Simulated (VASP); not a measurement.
A run of VASP 6.6.1 is set up as follows.

The input INCAR:

```
  PREC = Accurate
  ENCUT = 500
  EDIFF = 1E-6
  ISMEAR = 0
  SIGMA = 0.1
  LREAL = F
  LASPH = T
  NELM = 200
  ALGO = Normal
  ISIF = 2
  LWAVE = F
  LCHARG = T
  ISPIN = 2
  MAGMOM = 1 1 0 0 0
  LORBIT = 11
  LMAXMIX = 4
  GGA = PE
  LELF = T
  LVHAR = T
  NBANDS = 32
  GGA_COMPAT = F
```

File KPOINTS:

```
Automatic mesh
0
Gamma
  6 6 2
```

POSCAR

```
Ti2As2S
1.0
    3.5324778019      0.0000000000      0.0000000000
    0.0000000000      3.5324778019      0.0000000000
    0.0000000000      0.0000000000      8.5461979101
Ti As S
2 2 1
Direct
    0.5000000000      0.5000000000      0.7593606393
    0.5000000000      0.5000000000      0.2406393607
    0.0000000000      0.0000000000      0.1564789403
    0.0000000000      0.0000000000      0.8435210597
    0.5000000000      0.5000000000      0.5000000000
```

Potentials or basis: VASP PAW PBE potentials, release 64 (Ti_sv, As, S).

The run is started by

```bash
$ cat potpaw_PBE.64/Ti_sv/POTCAR potpaw_PBE.64/As/POTCAR potpaw_PBE.64/S/POTCAR > POTCAR
$ mpirun -np 1 vasp_std > vasp.out
```

Task: What does it give for the pressure?

Result: -0.5 GPa.

Task: What does it give for the net moment?

Result: 0.05 μB per cell.

Task: Predict the largest force.

Result: 0.222 eV/Å.

Forces on the atoms (eV/Å):
```
Ti   0.000  0.000  0.222
Ti   0.000  0.000 -0.222
As   0.000  0.000  0.022
As   0.000  0.000 -0.022
S    0.000  0.000  0.000
```

Caveat: the k points lie up to 0.37 Å⁻¹ apart.
